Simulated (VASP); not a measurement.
# Co (P-3m1) in VASP: further runs, part 2 of 3

VASP 6.6.1. The steps go on from the part before.

## 3. Single point, PBEsol, collinear spin, antiferromagnetic start

INCAR

```
  ALGO = Normal
  EDIFF = 1E-6
  ENCUT = 520
  GGA = PS
  ISIF = 2
  ISMEAR = -1
  ISPIN = 2
  LASPH = True
  LCHARG = False
  LMAXMIX = 4
  LORBIT = 11
  LREAL = False
  LWAVE = False
  MAGMOM = 2 -2
  NBANDS = 20
  NELM = 150
  PREC = Accurate
  SIGMA = 0.05
```

KPOINTS

```
k-points
0
Gamma
  12 12 7
```

POSCAR

```
Co
1.0
    2.4873648738      0.0000000000      0.0000000000
   -1.2436824369      2.1541211692      0.0000000000
    0.0000000000      0.0000000000      4.0632895034
Co
2
Direct
    0.3333333333      0.6666666667      0.7401390000
    0.6666666667      0.3333333333      0.2598610000
```

Potentials or basis: VASP PAW PBE potentials, release 64 (Co).

On the command line:

```bash
cat potpaw_PBE.64/Co/POTCAR > POTCAR
mpirun -np 1 vasp_std > vasp.out
```

OUTCAR:

```text
EDIFF = 1E-6
   ENCUT = 520
   GGA = PS
   ISIF = 2
   ISMEAR = -1
   ISPIN = 2
   LASPH = True
   LORBIT = 11
   LREAL = False
   NELM = 150
   PREC = Accurate

 ion  position               nearest neighbor table
   1  0.333  0.667  0.740-   2 2.42   2 2.42   2 2.42   2 2.55   2 2.55   2 2.55
   2  0.667  0.333  0.260-   1 2.42   1 2.42   1 2.42   1 2.55   1 2.55   1 2.55

  LATTYP: Found a hexagonal cell.
 ALAT       =     2.4873648738
 C/A-ratio  =     1.6335719565

  Lattice vectors:

 A1 = (   2.4873648738,   0.0000000000,   0.0000000000)
 A2 = (  -1.2436824369,   2.1541211692,   0.0000000000)
 A3 = (   0.0000000000,   0.0000000000,   4.0632895034)

Analysis of symmetry for initial positions (statically):
=====================================================================
 Subroutine PRICEL returns:
 Original cell was already a primitive cell.

 Routine SETGRP: Setting up the symmetry group for a
 hexagonal supercell.

 Subroutine GETGRP returns: Found 12 space group operations
 (whereof 12 operations were pure point group operations)
 out of a pool of 24 trial point group operations.

The static configuration has the point symmetry D_3d.

Analysis of symmetry for dynamics (positions and initial velocities):
=====================================================================
 Subroutine PRICEL returns:
 Original cell was already a primitive cell.

 Routine SETGRP: Setting up the symmetry group for a
 hexagonal supercell.

 Subroutine GETGRP returns: Found 12 space group operations
 (whereof 12 operations were pure point group operations)
 out of a pool of 24 trial point group operations.

The dynamic configuration has the point symmetry D_3d.

Analysis of structural, dynamic, and magnetic symmetry:
=====================================================================
 Subroutine PRICEL returns:
 Original cell was already a primitive cell.

 Routine SETGRP: Setting up the symmetry group for a
 hexagonal supercell.

[... 139 lines left out ...]
   NGX =  9   NGY =  9   NGZ = 15

 number of electron      17.9999996 magnetization      -0.0000000

 number of electron      17.9999996 magnetization       0.0000000

 Free energy of the ion-electron system (eV)
  ---------------------------------------------------
  ext. energy  EPLUGINS =         0.00000000
  ---------------------------------------------------
  free energy    TOTEN  =       -14.98413296 eV

  energy without entropy =      -14.93912786  energy(sigma->0) =      -14.96163041

 E-fermi :  10.0082     XC(G=0): -13.5687

 val. band max:       10.0045602736   @ k =   0.4167   0.0000   0.2857
 cond. band min:      10.0104572082   @ k =   0.2500   0.0833   0.2857
 fundamental gap:      0.0058969347
 Fermi energy:        10.0082277992

 spin component 1

 k-point     1 :       0.0000    0.0000    0.0000
  band No.  band energies     occupation
      1       1.0911      1.00000
      2       5.2730      1.00000
      3       7.9052      1.00000
      4       7.9052      1.00000
      5       8.1079      1.00000
      6       8.6540      1.00000
[... 541 lines left out ...]
     19      36.5366      0.00000
     20      37.5664      0.00000

 [... further k-points ...]

 spin component 2

 k-point     1 :       0.0000    0.0000    0.0000
  band No.  band energies     occupation
      1       1.0911      1.00000
      2       5.2730      1.00000
      3       7.9052      1.00000
      4       7.9052      1.00000
      5       8.1079      1.00000
      6       8.6540      1.00000
[... 541 lines left out ...]
     19      36.5366      0.00000
     20      37.5664      0.00000

 [... further k-points ...]
[... 5 lines left out ...]
  --------------------------------------------------------------------------------------
  -------------------------------------------------------------------------------------
  Total       -2.2707790     -2.2707790     -2.3662696      0.0000000     -0.0000000      0.0000000
  in kB     -167.1083143   -167.1083143   -174.1355424      0.0000000     -0.0000000      0.0000000
  external PRESSURE =    -169.4507237 kB  Pullay stress =       0.0000000 kB

 VOLUME and BASIS-vectors are now :
 -----------------------------------------------------------------------------
  energy-cutoff  :      520.00
  volume of cell :       21.77
      direct lattice vectors                 reciprocal lattice vectors
     2.487364874  0.000000000  0.000000000     0.402031889  0.232113220  0.000000000
    -1.243682437  2.154121169  0.000000000     0.000000000  0.464226439  0.000000000
     0.000000000  0.000000000  4.063289503     0.000000000  0.000000000  0.246106018

 POSITION                                       TOTAL-FORCE (eV/Angst)
 -----------------------------------------------------------------------------------
     -0.00000      1.43608      3.00740         0.000000     -0.000000      0.528095
      1.24368      0.71804      1.05589        -0.000000      0.000000     -0.528095
 -----------------------------------------------------------------------------------
    total drift:                                0.000000     -0.000000     -0.000000

  FREE ENERGIE OF THE ION-ELECTRON SYSTEM (eV)
  ---------------------------------------------------
  free  energy   TOTEN  =       -14.9841329597 eV

  energy  without entropy=      -14.9391278560  energy(sigma->0) =      -14.96163041

 total charge

# of ion       s       p       d       tot
------------------------------------------
    1        0.484   0.521   7.264   8.269
    2        0.484   0.521   7.264   8.269
--------------------------------------------------
tot          0.969   1.042  14.527  16.538

 magnetization (x)

# of ion       s       p       d       tot
------------------------------------------
    1        0.000   0.006   0.899   0.904
    2       -0.000  -0.006  -0.899  -0.904
--------------------------------------------------
tot          0.000   0.000   0.000   0.000
```

OSZICAR:

```text
N       E                     dE             d eps       ncg     rms          rms(c)
DAV:   1     0.833181607985E+02    0.83318E+02   -0.80828E+03  9436   0.123E+03
DAV:   2    -0.133047578245E+02   -0.96623E+02   -0.87189E+02  9060   0.216E+02
DAV:   3    -0.177438093359E+02   -0.44391E+01   -0.42582E+01 10252   0.561E+01
DAV:   4    -0.178118915053E+02   -0.68082E-01   -0.68024E-01 10888   0.611E+00
DAV:   5    -0.178138219208E+02   -0.19304E-02   -0.19303E-02 10456   0.977E-01    0.159E+01
DAV:   6    -0.155283889934E+02    0.22854E+01   -0.85514E+00 10184   0.628E+01    0.685E+00
DAV:   7    -0.150208673138E+02    0.50752E+00   -0.15695E+00 10112   0.233E+01    0.300E+00
DAV:   8    -0.149949807760E+02    0.25887E-01   -0.22992E-02 13044   0.191E+00    0.108E+00
DAV:   9    -0.149855482794E+02    0.94325E-02   -0.49368E-03 15520   0.122E+00    0.430E-01
DAV:  10    -0.149839022231E+02    0.16461E-02   -0.40553E-03 13920   0.121E+00    0.202E-01
DAV:  11    -0.149840964311E+02   -0.19421E-03   -0.72822E-04 14100   0.454E-01    0.106E-01
DAV:  12    -0.149841223938E+02   -0.25963E-04   -0.12548E-04 13596   0.176E-01    0.209E-02
DAV:  13    -0.149841297081E+02   -0.73143E-05   -0.24077E-05 14204   0.879E-02    0.150E-02
DAV:  14    -0.149841327601E+02   -0.30520E-05   -0.56089E-06  6024   0.472E-02    0.738E-03
DAV:  15    -0.149841329597E+02   -0.19967E-06   -0.19056E-06  4992   0.221E-02
   1 F= -.14984133E+02 E0= -.14961630E+02  d E =-.450051E-01  mag=     0.0000
```

stdout:

```text
POSCAR found type information on POSCAR Co
 POSCAR found :  1 types and       2 ions
 scaLAPACK will be used
 -----------------------------------------------------------------------------
|                                                                             |
|                                                                             |
|     You enforced a specific xc type in the INCAR file but a different       |
|     I HOPE YOU KNOW WHAT YOU ARE DOING!                                     |
|                                                                             |
 -----------------------------------------------------------------------------

 LDA part: xc-table for (Slater+PW92), standard interpolation
 POSCAR, INCAR and KPOINTS ok, starting setup
 FFT: planning ... GRIDC
 FFT: planning ... GRID_SOFT
 FFT: planning ... GRID
 WAVECAR not read
 entering main loop
```

It took 2.2 min on 1 thread of Intel Xeon 8259CL, shared host; peak memory 0.19 GiB.

Results:

| Property | Result |
| --- | --- |
| Free energy | -14.9841 eV |
| Pressure | -16.9 GPa |
| Largest force | 0.528 eV/Å |
| Band gap on the k mesh | zero (filled and empty bands overlap) |
| Net moment | 0.00 μB per cell |
| Site moments | Co +0.90, -0.90 μB |
| Valence electrons inside the program's atomic spheres | Co 8.27 |

Forces on the atoms (eV/Å):
```
Co   0.000  0.000  0.528
Co   0.000  0.000 -0.528
```

Levels at points of the mesh, in eV from the Fermi level:
Spin up:
```
           k point  band 7  band 8  band 9  band 10  band 11  band 12
(0.00, 0.00, 0.00)   -1.35   -1.06   -1.06    -0.21     0.22     0.22
(0.50, 0.00, 0.00)   -1.40   -0.20    0.35     0.84     1.82     3.80
```
Spin down:
```
           k point  band 7  band 8  band 9  band 10  band 11  band 12
(0.00, 0.00, 0.00)   -1.35   -1.06   -1.06    -0.21     0.22     0.22
(0.50, 0.00, 0.00)   -1.40   -0.20    0.35     0.84     1.82     3.80
```

Caveat: the cell stands under tension; the antiferromagnetic order is the one typed at the start, and another may lie lower; the PAW data sets were made with another functional, which shifts forces and pressure a little.

[end of part 2 of 3]
